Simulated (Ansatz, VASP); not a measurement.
# Two plane-wave programs on ZnS

```xyz
2
Lattice="5.9331 0.0000 0.0000 0.0000 3.9956 0.0000 0.0000 0.0000 26.5047" Properties=species:S:1:pos:R:3 pbc="T T T"
Zn    0.0000    1.9978    7.6273
S     0.0000    0.0000    8.3727
```

Alike in both runs: functional PBE; k mesh 6 × 8 × 1; occupations gaussian, width 0.02 eV; no spin polarisation.

Ansatz relaxed the structure, and its values are those at the end. VASP's run is a single point on that final structure, the one shown.

|  | VASP | Ansatz |
| --- | --- | --- |
| version | VASP 6.6.1 | Ansatz 0.2.0 |
| potentials or method | VASP PAW PBE potentials, release 64 (Zn, S), cutoff 520 eV | scalar-relativistic, plane waves, PAW |
| valence electrons in the cell | 18 | 18 |

```csv
,VASP,Ansatz,Ansatz less VASP
gap on the k mesh at the Fermi level (eV),2.36,2.34,-0.018
least direct gap on the mesh (eV),2.76,2.75,-0.009
rms of the force components (eV/Å),0.013,0.000,-0.0131
```

Ansatz's warnings: xc potential rough in thin density.
